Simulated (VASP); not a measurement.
# Au (Fm-3m) in VASP: notebook

Au is run at these levels: LDA; tasks: single point.

Everything below comes from runs of VASP 6.6.1. Logs are shortened: lines on timing, memory, paths and dates and some standing lists are left out, and cuts for length are marked.

## Step 1: The cell of the first run

The structure is cubic, space group Fm-3m (No. 225). The conventional cell has a = 4.070 Å, b = 4.070 Å, c = 4.070 Å, α = 90.00°, β = 90.00°, γ = 90.00°. Within 3.8 Å of Au (site symmetry m-3m) lie 12 Au at 2.88 Å.

## Step 2: Single point, LDA

INCAR reads:

```
SYSTEM = Au
PREC     = Accurate       ! precision mode
ENCUT    = 500            ! plane-wave cutoff, eV
EDIFF    = 1E-6           ! SCF threshold, eV
ISMEAR   = 0              ! smearing method
SIGMA    = 0.1            ! smearing width, eV
LREAL    = .False.        ! projectors in reciprocal space
LASPH    = .True.         ! aspherical terms in the spheres
NELM     = 120            ! most SCF steps
ALGO     = Normal         ! electronic algorithm
ISIF     = 2              ! what is computed and relaxed
LWAVE    = .False.        ! write WAVECAR
LCHARG   = .False.        ! write CHGCAR
NBANDS   = 12             ! bands
GGA_COMPAT= .False.
```

KPOINTS reads:

```
Automatic mesh
0
Gamma
  14 14 14
  0 0 0
```

POSCAR reads:

```
Au
1.0
    0.0000000000      2.0350000000      2.0350000000
    2.0350000000      0.0000000000      2.0350000000
    2.0350000000      2.0350000000      0.0000000000
Au
1
Direct
    0.0000000000      0.0000000000      0.0000000000
```

Potentials or basis: VASP PAW LDA potentials, release 64 (Au).

The run is started by

```console
> cat potpaw_LDA.64/Au/POTCAR > POTCAR
> mpirun -np 1 vasp_std > vasp.out
```

OUTCAR:

```text
SYSTEM = Au
   PREC = Accurate
   ENCUT = 500
   EDIFF = 1E-6
   ISMEAR = 0
   LREAL = .False.
   LASPH = .True.
   NELM = 120
   ISIF = 2

 ion  position               nearest neighbor table
   1  0.000  0.000  0.000-

  LATTYP: Found a face centered cubic cell.
 ALAT       =     4.0700000000

  Lattice vectors:

 A1 = (   0.0000000000,   2.0350000000,   2.0350000000)
 A2 = (   2.0350000000,   0.0000000000,   2.0350000000)
 A3 = (   2.0350000000,   2.0350000000,   0.0000000000)

Analysis of symmetry for initial positions (statically):
=====================================================================
 Subroutine PRICEL returns:
 Original cell was already a primitive cell.

 Routine SETGRP: Setting up the symmetry group for a
 face centered cubic supercell.

 Subroutine GETGRP returns: Found 48 space group operations
 (whereof 48 operations were pure point group operations)
 out of a pool of 48 trial point group operations.

The static configuration has the point symmetry O_h .

Analysis of symmetry for dynamics (positions and initial velocities):
=====================================================================
 Subroutine PRICEL returns:
 Original cell was already a primitive cell.

 Routine SETGRP: Setting up the symmetry group for a
 face centered cubic supercell.

 Subroutine GETGRP returns: Found 48 space group operations
 (whereof 48 operations were pure point group operations)
 out of a pool of 48 trial point group operations.

The dynamic configuration has the point symmetry O_h .

 Subroutine INISYM returns: Found 48 space group operations
 (whereof 48 operations are pure point group operations),
 and found     1 'primitive' translations

----------------------------------------------------------------------------------------

                                     Primitive cell

  volume of cell :      16.8548

  direct lattice vectors                    reciprocal lattice vectors
     0.000000000  2.035000000  2.035000000    -0.245700246  0.245700246  0.245700246
     2.035000000  0.000000000  2.035000000     0.245700246 -0.245700246  0.245700246
     2.035000000  2.035000000  0.000000000     0.245700246  0.245700246 -0.245700246

  length of vectors
     2.877924599  2.877924599  2.877924599     0.425565309  0.425565309  0.425565309

  position of ions in fractional coordinates (direct lattice)
     0.000000000  0.000000000  0.000000000

  ion indices of the primitive-cell ions
   primitive index   ion index
                 1           1

----------------------------------------------------------------------------------------

 KPOINTS: Automatic mesh

Automatic generation of k-mesh.
 Grid dimensions read from file:
 generate k-points for:   14   14   14

 Generating k-lattice:

  Cartesian coordinates                     Fractional coordinates (reciprocal lattice)
    -0.017550018  0.017550018  0.017550018     0.071428571  0.000000000  0.000000000
     0.017550018 -0.017550018  0.017550018     0.000000000  0.071428571  0.000000000
     0.017550018  0.017550018 -0.017550018     0.000000000  0.000000000  0.071428571

  Length of vectors
     0.030397522  0.030397522  0.030397522

  Shift w.r.t. Gamma in fractional coordinates (k-lattice)
     0.000000000  0.000000000  0.000000000

 Subroutine IBZKPT returns following result:
 ===========================================

 Found    104 irreducible k-points:

 Following reciprocal coordinates:
            Coordinates               Weight
  0.000000  0.000000  0.000000      1.000000
  0.071429  0.000000  0.000000      8.000000
  0.142857  0.000000  0.000000      8.000000
  0.214286  0.000000  0.000000      8.000000
  0.285714  0.000000  0.000000      8.000000
  0.357143  0.000000  0.000000      8.000000
[... 16 lines left out ...]
  0.214286  0.142857  0.000000     24.000000
  0.285714  0.142857  0.000000     24.000000
 [... further k-points ...]
   k-points           NKPTS =    104   k-points in BZ     NKDIM =    104   number of bands    NBANDS=     12
   number of dos      NEDOS =    301   number of ions     NIONS =      1
   total plane-waves  NPLWV =  13824
   dimension x,y,z NGX =    24 NGY =   24 NGZ =   24
   dimension x,y,z NGXF=    48 NGYF=   48 NGZF=   48
   ions per type =               1
   NGX,Y,Z   is equivalent  to a cutoff of  13.86, 13.86, 13.86 a.u.
   NGXF,Y,Z  is equivalent  to a cutoff of  27.73, 27.73, 27.73 a.u.
 SYSTEM =  Au
   PREC   = accura    normal or accurate (medium, high low for compatibility)
   ISTART =      0    job   : 0-new  1-cont  2-samecut
   ICHARG =      2    charge: 1-file 2-atom 10-const
   ISPIN  =      1    spin polarized calculation?
   LNONCOLLINEAR =      F non collinear calculations
   LSORBIT =      F    spin-orbit coupling
   LASPH  =      T    aspherical Exc in radial PAW
   ENCUT  =  500.0 eV  36.75 Ry    6.06 a.u.   5.25  5.25  5.25*2*pi/ulx,y,z
   NELM   =    120;   NELMIN=  2; NELMDL= -5     # of ELM steps
   EDIFF  = 0.1E-05   stopping-criterion for ELM
   LREAL  =      F    real-space projection
   EDIFFG = 0.1E-04   stopping-criterion for IOM
   NSW    =      0    number of steps for IOM
   IBRION =     -1    ionic relax: 0-MD 1-quasi-New 2-CG
   NFREE  =      0    steps in history (QN), initial steepest desc. (CG)
   ISIF   =      2    stress and relaxation
   ISYM   =      2    0-nonsym 1-usesym 2-fastsym
   POTIM  = 0.5000    time-step for ionic-motion
   TEBEG  =    0.0;   TEEND  =   0.0 temperature during run
   PSTRESS=    0.0 pullay stress
   NELECT =      11.0000    total number of electrons
   NUPDOWN=      -1.0000    fix difference up-down
   EMIN   =  10.00;   EMAX   =-10.00  energy-range for DOS
   EFERMI =   0.00;   METHOD = LEGACY
   ISMEAR =     0;   SIGMA  =   0.10  broadening in eV -4-tet -1-fermi 0-gaus
   EFERMI_NEDOS =   21; number of points for ismear=-14 and -15
   IALGO  =     38    algorithm
   IMIX   =      4    mixing-type and parameters
     AMIX     =   0.40;   BMIX     =  1.00
     AMIX_MAG =   1.60;   BMIX_MAG =  1.00
  volume/ion in A,a.u.               =      16.85       113.74
  Fermi-wavevector in a.u.,A,eV,Ry     =   1.420032  2.683470 27.436005  2.016489
  Thomas-Fermi vector in A             =   2.540990
   LORBIT       =      0    0 simple, 1 ext, 2 COOP (PROOUT), +10 PAW based schemes
   GGA     = CA    functional components
   LHFCALC =     F    Hartree Fock is set to
   AEXX    =    0.0000 exact exchange contribution
   IVDW    =     0    specifies the selected vdW correction
   LEPSILON=     F    determine dielectric tensor
   LRPA    =     F    only Hartree local field effects (RPA)
 non-spin polarized calculation
 Gauss-broadening in eV      SIGMA  =   0.10
  energy-cutoff  :      500.00
  volume of cell :       16.85
 maximum number of plane-waves:       444
 NGX is ok and might be reduce to    24
   NGX = 11   NGY = 11   NGZ = 11

 number of electron      10.9999999 magnetization

 Free energy of the ion-electron system (eV)
  ---------------------------------------------------
  ext. energy  EPLUGINS =         0.00000000
  ---------------------------------------------------
  free energy    TOTEN  =        -4.44184372 eV

  energy without entropy =       -4.44062317  energy(sigma->0) =       -4.44123344

 E-fermi :   9.4184     XC(G=0): -13.0475

 val. band max:        9.3459308781   @ k =   0.5000   0.2857   0.1429
 cond. band min:       9.4916132453   @ k =   0.5000   0.3571   0.1429
 fundamental gap:      0.1456823671
 Fermi energy:         9.4184187127

 k-point     1 :       0.0000    0.0000    0.0000
  band No.  band energies     occupation
      1      -0.5593      2.00000
      2       4.7010      2.00000
      3       4.7010      2.00000
      4       4.7010      2.00000
      5       6.2704      2.00000
      6       6.2704      2.00000
      7      23.9431      0.00000
      8      27.9620      0.00000
      9      27.9620      0.00000
     10      27.9620      0.00000
     11      33.0274      0.00000
     12      37.7242      0.00000

 k-point     2 :       0.0714    0.0000    0.0000
  band No.  band energies     occupation
      1      -0.3797      2.00000
      2       4.6417      2.00000
      3       4.7631      2.00000
      4       4.7631      2.00000
      5       6.2423      2.00000
      6       6.2423      2.00000
      7      24.1581      0.00000
      8      26.8836      0.00000
      9      28.1812      0.00000
     10      28.1812      0.00000
     11      33.8372      0.00000
     12      35.9355      0.00000

 k-point     3 :       0.1429    0.0000    0.0000
  band No.  band energies     occupation
      1       0.1336      2.00000
      2       4.5109      2.00000
      3       4.9072      2.00000
      4       4.9072      2.00000
      5       6.2057      2.00000
      6       6.2057      2.00000
      7      24.3200      0.00000
      8      25.1044      0.00000
      9      28.7739      0.00000
     10      28.7739      0.00000
     11      32.4946      0.00000
     12      34.7847      0.00000
[... 286 lines left out ...]
 k-point    23 :       0.2143    0.1429    0.0000
  band No.  band energies     occupation
      1       0.9492      2.00000
      2       4.0430      2.00000
      3       5.2317      2.00000
      4       5.3318      2.00000
      5       5.7723      2.00000
      6       6.6025      2.00000
      7      24.2380      0.00000
      8      25.6503      0.00000
      9      26.4643      0.00000
     10      27.6618      0.00000
     11      30.8108      0.00000
     12      34.0552      0.00000

 k-point    24 :       0.2857    0.1429    0.0000
  band No.  band energies     occupation
      1       1.6879      2.00000
      2       3.9602      2.00000
      3       4.9980      2.00000
      4       5.4103      2.00000
      5       6.2985      2.00000
      6       6.8499      2.00000
      7      21.5229      0.00000
      8      25.6063      0.00000
      9      25.8864      0.00000
     10      27.8467      0.00000
     11      30.6414      0.00000
     12      33.8826      0.00000

 [... further k-points ...]

------------------------ aborting loop because EDIFF is reached ----------------------------------------

  FORCE on cell =-STRESS in cart. coord.  units (eV):
  Direction    XX          YY          ZZ          XY          YZ          ZX
  --------------------------------------------------------------------------------------
  -------------------------------------------------------------------------------------
  Total       -0.2725113     -0.2725113     -0.2725113      0.0000000      0.0000000     -0.0000000
  in kB      -25.9043048    -25.9043048    -25.9043048      0.0000000      0.0000000     -0.0000000
  external PRESSURE =     -25.9043048 kB  Pullay stress =       0.0000000 kB

 VOLUME and BASIS-vectors are now :
 -----------------------------------------------------------------------------
  energy-cutoff  :      500.00
  volume of cell :       16.85
      direct lattice vectors                 reciprocal lattice vectors
     0.000000000  2.035000000  2.035000000    -0.245700246  0.245700246  0.245700246
     2.035000000  0.000000000  2.035000000     0.245700246 -0.245700246  0.245700246
     2.035000000  2.035000000  0.000000000     0.245700246  0.245700246 -0.245700246

 POSITION                                       TOTAL-FORCE (eV/Angst)
 -----------------------------------------------------------------------------------
      0.00000      0.00000      0.00000        -0.000000     -0.000000     -0.000000
 -----------------------------------------------------------------------------------
    total drift:                                0.000000      0.000000     -0.000000

  FREE ENERGIE OF THE ION-ELECTRON SYSTEM (eV)
  ---------------------------------------------------
  free  energy   TOTEN  =        -4.4418437199 eV

  energy  without entropy=       -4.4406231663  energy(sigma->0) =       -4.44123344
```

Run time: 15 s. Hardware: 1 thread of Intel Xeon 8259CL, shared host; peak memory 0.14 GiB.

Results:

- Free energy: -4.4418 eV
- Pressure: -2.6 GPa

Caveat: spin-orbit coupling is left out, which moves the levels of the heavy elements.

## Step 3: Single point, LDA

This run uses another cell than the first one, of 17.19 Å³/atom, 1.020 times its volume.

INCAR reads:

```
ALGO = Normal ; EDIFF = 1E-6
ENCUT = 500 ; GGA = CA
GGA_COMPAT = False ; ISIF = 2
ISMEAR = 0 ; LASPH = True
LCHARG = False ; LREAL = False
LWAVE = False ; NBANDS = 12
NELM = 120 ; PREC = Accurate
SIGMA = 0.1
```

KPOINTS reads:

```
k-points
0
Gamma
  14 14 14
```

POSCAR reads:

```
Au
1.0
    0.0000000000      2.0484772140      2.0484772140
    2.0484772140      0.0000000000      2.0484772140
    2.0484772140      2.0484772140      0.0000000000
Au
1
Direct
    0.0000000000      0.0000000000      0.0000000000
```

Potentials or basis: VASP PAW LDA potentials, release 64 (Au).

The run is started by

```console
> cat potpaw_LDA.64/Au/POTCAR > POTCAR
> mpirun -np 1 vasp_std > vasp.out
```

Run time: 14 s. Hardware: 1 thread of Intel Xeon 8259CL, shared host; peak memory 0.14 GiB.

Results (log left out):

| Property | Result |
| --- | --- |
| Free energy | -4.4330 eV |
| Pressure | -6.0 GPa |

Levels at points of the mesh, in eV from the Fermi level:
| k point | band 4 | band 5 | band 6 | band 7 | band 8 | band 9 |
| --- | --- | --- | --- | --- | --- | --- |
| (0.00, 0.00, 0.00) | -4.59 | -3.08 | -3.08 | 14.57 | 18.47 | 18.47 |
| (0.50, 0.00, 0.00) | -1.89 | -1.89 | -0.89 | 3.07 | 14.02 | 17.02 |
| (0.50, 0.50, 0.00) | -1.57 | -1.57 | 1.06 | 5.74 | 9.96 | 9.96 |

Caveat: spin-orbit coupling is left out, which moves the levels of the heavy elements.

[end of part 1 of 2]
